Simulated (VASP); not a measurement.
# Cr in VASP: a series of runs

Runs on Cr. Level: LDA. Tasks: electric field gradients.

Program: VASP 6.6.1. These are calculated values, not measurements. Logs are shortened: lines on timing, memory, paths and dates and some standing lists are left out, and cuts for length are marked.

**1. The cell of the first run**

Symmetry: Im-3m, No. 229, cubic system. Conventional cell: a = 2.903 Å, b = 2.903 Å, c = 2.903 Å, α = 90.00°, β = 90.00°, γ = 90.00°. Cr (site symmetry m-3m) has 14 Cr at 2.51 to 2.90 Å within 3.3 Å.

**2. Electric field gradients, LDA, collinear spin, ferromagnetic start (volume scaled by 1.02)**

Input file INCAR:

```
SYSTEM = Cr
  ALGO = Normal
  EDIFF = 1E-8
  ENCUT = 520
  GGA = CA
  ISIF = 2
  ISMEAR = -1
  ISPIN = 2
  LASPH = .True.
  LCHARG = .False.
  LEFG = .True.
  LMAXMIX = 4
  LORBIT = 11
  LREAL = .False.
  LWAVE = .False.
  MAGMOM = 3
  NBANDS = 16
  NELM = 150
  PREC = Accurate
  SIGMA = 0.08
```

Input file KPOINTS:

```
k-points
0
Gamma
  18 18 18
  0 0 0
```

Input file POSCAR:

```
Cr
1.0
   -1.4514996160      1.4514996160      1.4514996160
    1.4514996160     -1.4514996160      1.4514996160
    1.4514996160      1.4514996160     -1.4514996160
Cr
1
Direct
    0.0000000000      0.0000000000      0.0000000000
```

Potentials or basis: VASP PAW LDA potentials, release 64 (Cr_pv).

Launch:

```console
cat potpaw_LDA.64/Cr_pv/POTCAR > POTCAR
mpirun -np 1 vasp_std > vasp.out
```

OUTCAR:

```text
SYSTEM = Cr
   EDIFF = 1E-8
   ENCUT = 520
   GGA = CA
   ISIF = 2
   ISMEAR = -1
   ISPIN = 2
   LASPH = .True.
   LORBIT = 11
   LREAL = .False.
   NELM = 150
   PREC = Accurate

 ion  position               nearest neighbor table
   1  0.000  0.000  0.000-

  LATTYP: Found a body centered cubic cell.
 ALAT       =     2.9029992320

  Lattice vectors:

 A1 = (  -1.4514996160,   1.4514996160,   1.4514996160)
 A2 = (   1.4514996160,  -1.4514996160,   1.4514996160)
 A3 = (   1.4514996160,   1.4514996160,  -1.4514996160)

Analysis of symmetry for initial positions (statically):
=====================================================================
 Subroutine PRICEL returns:
 Original cell was already a primitive cell.

 Routine SETGRP: Setting up the symmetry group for a
 body centered cubic supercell.

 Subroutine GETGRP returns: Found 48 space group operations
 (whereof 48 operations were pure point group operations)
 out of a pool of 48 trial point group operations.

The static configuration has the point symmetry O_h .

Analysis of symmetry for dynamics (positions and initial velocities):
=====================================================================
 Subroutine PRICEL returns:
 Original cell was already a primitive cell.

 Routine SETGRP: Setting up the symmetry group for a
 body centered cubic supercell.

 Subroutine GETGRP returns: Found 48 space group operations
 (whereof 48 operations were pure point group operations)
 out of a pool of 48 trial point group operations.

The dynamic configuration has the point symmetry O_h .

Analysis of structural, dynamic, and magnetic symmetry:
=====================================================================
 Subroutine PRICEL returns:
 Original cell was already a primitive cell.

 Routine SETGRP: Setting up the symmetry group for a
 body centered cubic supercell.

 Subroutine GETGRP returns: Found 48 space group operations
 (whereof 48 operations were pure point group operations)
 out of a pool of 48 trial point group operations.

The overall configuration has the point symmetry O_h .

 Subroutine INISYM returns: Found 48 space group operations
 (whereof 48 operations are pure point group operations),
 and found     1 'primitive' translations

----------------------------------------------------------------------------------------

                                     Primitive cell

  volume of cell :      12.2324

  direct lattice vectors                    reciprocal lattice vectors
    -1.451499616  1.451499616  1.451499616     0.000000000  0.344471328  0.344471328
     1.451499616 -1.451499616  1.451499616     0.344471328  0.000000000  0.344471328
     1.451499616  1.451499616 -1.451499616     0.344471328  0.344471328  0.000000000

  length of vectors
     2.514071082  2.514071082  2.514071082     0.487156024  0.487156024  0.487156024

  position of ions in fractional coordinates (direct lattice)
     0.000000000  0.000000000  0.000000000

  ion indices of the primitive-cell ions
   primitive index   ion index
                 1           1

----------------------------------------------------------------------------------------

 KPOINTS: k-points

Automatic generation of k-mesh.
 Grid dimensions read from file:
 generate k-points for:   18   18   18

 Generating k-lattice:

  Cartesian coordinates                     Fractional coordinates (reciprocal lattice)
     0.000000000  0.019137296  0.019137296     0.055555556  0.000000000  0.000000000
     0.019137296  0.000000000  0.019137296     0.000000000  0.055555556  0.000000000
     0.019137296  0.019137296  0.000000000     0.000000000  0.000000000  0.055555556

  Length of vectors
     0.027064224  0.027064224  0.027064224

  Shift w.r.t. Gamma in fractional coordinates (k-lattice)
     0.000000000  0.000000000  0.000000000
[... 38 lines left out ...]
   ions per type =               1
   NGX,Y,Z   is equivalent  to a cutoff of  13.23, 13.23, 13.23 a.u.
   NGXF,Y,Z  is equivalent  to a cutoff of  26.45, 26.45, 26.45 a.u.
 SYSTEM =  Cr
   PREC   = accura    normal or accurate (medium, high low for compatibility)
   ISTART =      0    job   : 0-new  1-cont  2-samecut
   ICHARG =      2    charge: 1-file 2-atom 10-const
   ISPIN  =      2    spin polarized calculation?
   LNONCOLLINEAR =      F non collinear calculations
   LSORBIT =      F    spin-orbit coupling
   LASPH  =      T    aspherical Exc in radial PAW
   ENCUT  =  520.0 eV  38.22 Ry    6.18 a.u.   4.67  4.67  4.67*2*pi/ulx,y,z
   NELM   =    150;   NELMIN=  2; NELMDL= -5     # of ELM steps
   EDIFF  = 0.1E-07   stopping-criterion for ELM
   LREAL  =      F    real-space projection
   EDIFFG = 0.1E-06   stopping-criterion for IOM
   NSW    =      0    number of steps for IOM
   IBRION =     -1    ionic relax: 0-MD 1-quasi-New 2-CG
   NFREE  =      0    steps in history (QN), initial steepest desc. (CG)
   ISIF   =      2    stress and relaxation
   ISYM   =      2    0-nonsym 1-usesym 2-fastsym
   POTIM  = 0.5000    time-step for ionic-motion
   TEBEG  =    0.0;   TEEND  =   0.0 temperature during run
   PSTRESS=    0.0 pullay stress
   NELECT =      12.0000    total number of electrons
   NUPDOWN=      -1.0000    fix difference up-down
   EMIN   =  10.00;   EMAX   =-10.00  energy-range for DOS
   EFERMI =   0.00;   METHOD = LEGACY
   ISMEAR =    -1;   SIGMA  =   0.08  broadening in eV -4-tet -1-fermi 0-gaus
   EFERMI_NEDOS =   21; number of points for ismear=-14 and -15
   IALGO  =     38    algorithm
   IMIX   =      4    mixing-type and parameters
     AMIX     =   0.40;   BMIX     =  1.00
     AMIX_MAG =   1.60;   BMIX_MAG =  1.00
  volume/ion in A,a.u.               =      12.23        82.55
  Fermi-wavevector in a.u.,A,eV,Ry     =   1.626666  3.073953 36.001580  2.646041
  Thomas-Fermi vector in A             =   2.719588
   LORBIT       =     11    0 simple, 1 ext, 2 COOP (PROOUT), +10 PAW based schemes
   GGA     = CA    functional components
   LHFCALC =     F    Hartree Fock is set to
   AEXX    =    0.0000 exact exchange contribution
   IVDW    =     0    specifies the selected vdW correction
   LEPSILON=     F    determine dielectric tensor
   LRPA    =     F    only Hartree local field effects (RPA)
 spin polarized calculation
  energy-cutoff  :      520.00
  volume of cell :       12.23
 maximum number of plane-waves:       370
   NGX =  9   NGY =  9   NGZ =  9

 number of electron      11.9999996 magnetization       0.0004671

 number of electron      11.9999996 magnetization      -0.0000009

 Free energy of the ion-electron system (eV)
  ---------------------------------------------------
  ext. energy  EPLUGINS =         0.00000000
  ---------------------------------------------------
  free energy    TOTEN  =       -10.50031215 eV

  energy without entropy =      -10.48203718  energy(sigma->0) =      -10.49117467

 E-fermi :   9.9869     XC(G=0): -13.6691

 val. band max:        9.9850933923   @ k =  -0.2222   0.3333   0.1111
 cond. band min:       9.9995859373   @ k =  -0.3333   0.3333   0.2222
 fundamental gap:      0.0144925450
 Fermi energy:         9.9869372545

 spin component 1

 k-point     1 :       0.0000    0.0000    0.0000
  band No.  band energies     occupation
      1     -32.4236      1.00000
      2     -32.4236      1.00000
      3     -32.4236      1.00000
      4       2.4053      1.00000
      5       9.1358      0.99998
      6       9.1358      0.99998
[... 435 lines left out ...]
      5       7.7902      1.00000
      6       9.6636      0.98275
[... 8 lines left out ...]
     15      39.3090      0.00000
     16      40.1170      0.00000

 [... further k-points ...]

 spin component 2

 k-point     1 :       0.0000    0.0000    0.0000
  band No.  band energies     occupation
      1     -32.4236      1.00000
      2     -32.4236      1.00000
      3     -32.4236      1.00000
      4       2.4053      1.00000
      5       9.1358      0.99998
      6       9.1358      0.99998
[... 435 lines left out ...]
      5       7.7902      1.00000
      6       9.6636      0.98275
[... 8 lines left out ...]
     15      39.3090      0.00000
     16      40.1170      0.00000

 [... further k-points ...]
[... 5 lines left out ...]
  --------------------------------------------------------------------------------------
  -------------------------------------------------------------------------------------
  Total       -2.1396737     -2.1396737     -2.1396737      0.0000000      0.0000000      0.0000000
  in kB     -280.2511212   -280.2511212   -280.2511212      0.0000000      0.0000000      0.0000000
  external PRESSURE =    -280.2511212 kB  Pullay stress =       0.0000000 kB

 VOLUME and BASIS-vectors are now :
 -----------------------------------------------------------------------------
  energy-cutoff  :      520.00
  volume of cell :       12.23
      direct lattice vectors                 reciprocal lattice vectors
    -1.451499616  1.451499616  1.451499616     0.000000000  0.344471328  0.344471328
     1.451499616 -1.451499616  1.451499616     0.344471328  0.000000000  0.344471328
     1.451499616  1.451499616 -1.451499616     0.344471328  0.344471328  0.000000000

 POSITION                                       TOTAL-FORCE (eV/Angst)
 -----------------------------------------------------------------------------------
      0.00000      0.00000      0.00000        -0.000000      0.000000     -0.000000
 -----------------------------------------------------------------------------------
    total drift:                                0.000000     -0.000000      0.000000

  FREE ENERGIE OF THE ION-ELECTRON SYSTEM (eV)
  ---------------------------------------------------
  free  energy   TOTEN  =       -10.5003121506 eV

  energy  without entropy=      -10.4820371835  energy(sigma->0) =      -10.49117467

 Electric field gradients (V/A^2)
---------------------------------------------------------------------
 ion       V_xx      V_yy      V_zz      V_xy      V_xz      V_yz
---------------------------------------------------------------------
   1      -0.000    -0.000    -0.000    -0.002    -0.002    -0.002
---------------------------------------------------------------------

 Electric field gradients after diagonalization (V/A^2)
 (convention: |V_zz| > |V_xx| > |V_yy|)
----------------------------------------------------------------------
 ion       V_xx      V_yy      V_zz     asymmetry (V_yy - V_xx)/ V_zz
----------------------------------------------------------------------
   1       0.002     0.002    -0.004       0.000
----------------------------------------------------------------------

           NMR quadrupolar parameters

 Cq : quadrupolar parameter    Cq=e*Q*V_zz/h
 eta: asymmetry parameters     (V_yy - V_xx)/ V_zz
 Q  : nuclear electric quadrupole moment in mb (millibarn)
----------------------------------------------------------------------
 ion       Cq(MHz)       eta       Q (mb)
----------------------------------------------------------------------
   1      -0.000       0.000       1.000
----------------------------------------------------------------------

 total charge

# of ion       s       p       d       tot
------------------------------------------
    1        0.409   6.364   4.172  10.945

 magnetization (x)

# of ion       s       p       d       tot
------------------------------------------
    1        0.000  -0.000   0.000   0.000
```

Wall time 34 s (1 thread of Intel Xeon 6975P-C (Granite Rapids), shared host); peak memory 0.16 GiB.

What came out:

| Item | Value |
| --- | --- |
| Free energy | -10.5003 eV |
| Pressure | -28.0 GPa |
| Band gap on the k mesh | zero (filled and empty bands overlap) |
| Net moment | 0.00 μB per cell |
| Valence electrons inside the program's atomic spheres | Cr 10.95 |

Caveat: the starting moments collapsed, and a magnetic state may lie lower; without QUAD_EFG the Cq values of the log hold for a quadrupole moment of 1 mb, not for the nuclei.

**3. Electric field gradients, LDA, collinear spin, ferromagnetic start (volume scaled by 1.06)**

Input file INCAR:

```
PREC     = Accurate       # precision mode
ENCUT    = 520            # plane-wave cutoff, eV
EDIFF    = 1E-8           # SCF threshold, eV
ISMEAR   = -1             # smearing method
SIGMA    = 0.08           # smearing width, eV
LREAL    = False          # projectors in reciprocal space
LASPH    = True           # aspherical terms in the spheres
NELM     = 150            # most SCF steps
ALGO     = Normal         # electronic algorithm
ISIF     = 2              # what is computed and relaxed
LWAVE    = False          # write WAVECAR
LCHARG   = False          # write CHGCAR
ISPIN    = 2              # spin polarisation
MAGMOM   = 3              # initial moments
LORBIT   = 11             # projections on sites
LMAXMIX  = 4              # l up to which the mixer works
GGA      = CA             # functional
LEFG     = True         
NBANDS   = 16             # bands
```

Input file KPOINTS:

```
Automatic mesh
0
Gamma
  18 18 18
```

Input file POSCAR:

```
Cr
1.0
   -1.4702307093      1.4702307093      1.4702307093
    1.4702307093     -1.4702307093      1.4702307093
    1.4702307093      1.4702307093     -1.4702307093
Cr
1
Direct
    0.0000000000      0.0000000000      0.0000000000
```

Potentials or basis: VASP PAW LDA potentials, release 64 (Cr_pv).

Launch:

```console
cat potpaw_LDA.64/Cr_pv/POTCAR > POTCAR
mpirun -np 1 vasp_std > vasp.out
```

OUTCAR:

```text
PREC = Accurate
   ENCUT = 520
   EDIFF = 1E-8
   ISMEAR = -1
   LREAL = False
   LASPH = True
   NELM = 150
   ISIF = 2
   ISPIN = 2
   LORBIT = 11
   GGA = CA

 ion  position               nearest neighbor table
   1  0.000  0.000  0.000-

  LATTYP: Found a body centered cubic cell.
 ALAT       =     2.9404614186

  Lattice vectors:

 A1 = (  -1.4702307093,   1.4702307093,   1.4702307093)
 A2 = (   1.4702307093,  -1.4702307093,   1.4702307093)
 A3 = (   1.4702307093,   1.4702307093,  -1.4702307093)

Analysis of symmetry for initial positions (statically):
=====================================================================
 Subroutine PRICEL returns:
 Original cell was already a primitive cell.

 Routine SETGRP: Setting up the symmetry group for a
 body centered cubic supercell.

 Subroutine GETGRP returns: Found 48 space group operations
 (whereof 48 operations were pure point group operations)
 out of a pool of 48 trial point group operations.

The static configuration has the point symmetry O_h .

Analysis of symmetry for dynamics (positions and initial velocities):
=====================================================================
 Subroutine PRICEL returns:
 Original cell was already a primitive cell.

 Routine SETGRP: Setting up the symmetry group for a
 body centered cubic supercell.

 Subroutine GETGRP returns: Found 48 space group operations
 (whereof 48 operations were pure point group operations)
 out of a pool of 48 trial point group operations.

The dynamic configuration has the point symmetry O_h .

[... 612 lines left out ...]
      6       9.1355      0.98394
[... 8 lines left out ...]
     15      38.0469      0.00000
     16      38.9373      0.00000

 [... further k-points ...]

 spin component 2

 k-point     1 :       0.0000    0.0000    0.0000
  band No.  band energies     occupation
      1     -32.9858      1.00000
      2     -32.9858      1.00000
      3     -32.9858      1.00000
      4       2.0329      1.00000
      5       8.6622      0.99996
      6       8.6622      0.99996
[... 435 lines left out ...]
      5       7.3876      1.00000
      6       9.1355      0.98394
[... 8 lines left out ...]
     15      38.0469      0.00000
     16      38.9372      0.00000

 [... further k-points ...]
[... 5 lines left out ...]
  --------------------------------------------------------------------------------------
  -------------------------------------------------------------------------------------
  Total       -2.6991452     -2.6991452     -2.6991452      0.0000000     -0.0000000      0.0000000
  in kB     -340.1890840   -340.1890840   -340.1890840      0.0000000     -0.0000000      0.0000000
  external PRESSURE =    -340.1890840 kB  Pullay stress =       0.0000000 kB

 VOLUME and BASIS-vectors are now :
 -----------------------------------------------------------------------------
  energy-cutoff  :      520.00
  volume of cell :       12.71
      direct lattice vectors                 reciprocal lattice vectors
    -1.470230709  1.470230709  1.470230709     0.000000000  0.340082680  0.340082680
     1.470230709 -1.470230709  1.470230709     0.340082680  0.000000000  0.340082680
     1.470230709  1.470230709 -1.470230709     0.340082680  0.340082680  0.000000000

 POSITION                                       TOTAL-FORCE (eV/Angst)
 -----------------------------------------------------------------------------------
      0.00000      0.00000      0.00000         0.000000      0.000000     -0.000000
 -----------------------------------------------------------------------------------
    total drift:                                0.000000     -0.000000      0.000000

  FREE ENERGIE OF THE ION-ELECTRON SYSTEM (eV)
  ---------------------------------------------------
  free  energy   TOTEN  =       -10.4073134114 eV

  energy  without entropy=      -10.3883526721  energy(sigma->0) =      -10.39783304

 Electric field gradients (V/A^2)
---------------------------------------------------------------------
 ion       V_xx      V_yy      V_zz      V_xy      V_xz      V_yz
---------------------------------------------------------------------
   1      -0.000    -0.000    -0.000    -0.000    -0.000    -0.000
---------------------------------------------------------------------

 Electric field gradients after diagonalization (V/A^2)
 (convention: |V_zz| > |V_xx| > |V_yy|)
----------------------------------------------------------------------
 ion       V_xx      V_yy      V_zz     asymmetry (V_yy - V_xx)/ V_zz
----------------------------------------------------------------------
   1       0.000     0.000    -0.001       0.000
----------------------------------------------------------------------

           NMR quadrupolar parameters

 Cq : quadrupolar parameter    Cq=e*Q*V_zz/h
 eta: asymmetry parameters     (V_yy - V_xx)/ V_zz
 Q  : nuclear electric quadrupole moment in mb (millibarn)
----------------------------------------------------------------------
 ion       Cq(MHz)       eta       Q (mb)
----------------------------------------------------------------------
   1      -0.000       0.000       1.000
----------------------------------------------------------------------

 total charge

# of ion       s       p       d       tot
------------------------------------------
    1        0.397   6.342   4.134  10.874

 magnetization (x)

# of ion       s       p       d       tot
------------------------------------------
    1       -0.000  -0.000  -0.000  -0.000
```

stdout:

```text
POSCAR found type information on POSCAR Cr
 POSCAR found :  1 types and       1 ions
 scaLAPACK will be used
 LDA part: xc-table for (Slater(with rela. corr.)+CA(PZ))
 , standard interpolation
 POSCAR, INCAR and KPOINTS ok, starting setup
 FFT: planning ... GRIDC
 FFT: planning ... GRID_SOFT
 FFT: planning ... GRID
 WAVECAR not read
 entering main loop
ion   1
```

Run time: 33 s. Hardware: 1 thread of Intel Xeon 6975P-C (Granite Rapids), shared host; peak memory 0.16 GiB.

Results:

```
Free energy                                           : -10.4073 eV
Pressure                                              : -34.0 GPa
Band gap on the k mesh                                : zero (filled and empty bands overlap)
Net moment                                            : 0.00 μB per cell
Valence electrons inside the program's atomic spheres : Cr 10.87
```

Levels at points of the mesh, in eV from the Fermi level:
Spin up:
```
           k point  band 2  band 3  band 4  band 5  band 6  band 7  band 8  band 9  band 10  band 11
(0.00, 0.00, 0.00)  -42.45  -42.45   -7.43   -0.80   -0.80   -0.80    0.95    0.95     5.29    21.61
(0.50, 0.00, 0.00)  -42.67  -42.45   -3.98   -2.15    0.95    1.00    1.23    2.50     5.28     8.85
(0.50, 0.50, 0.50)  -42.93  -42.93   -3.79   -3.79    2.16    2.16    2.16    5.29     9.79     9.79
```
Spin down:
| k point | band 4 | band 5 | band 6 | band 7 | band 8 | band 9 |
| --- | --- | --- | --- | --- | --- | --- |
| (0.00, 0.00, 0.00) | -7.43 | -0.80 | -0.80 | -0.80 | 0.95 | 0.95 |
| (0.50, 0.00, 0.00) | -3.98 | -2.15 | 0.95 | 1.00 | 1.23 | 2.50 |
| (0.50, 0.50, 0.50) | -3.79 | -3.79 | 2.16 | 2.16 | 2.16 | 5.29 |

Caveat: the starting moments collapsed, and a magnetic state may lie lower; without QUAD_EFG the Cq values of the log hold for a quadrupole moment of 1 mb, not for the nuclei.

(Continued in part 2 of 2.)
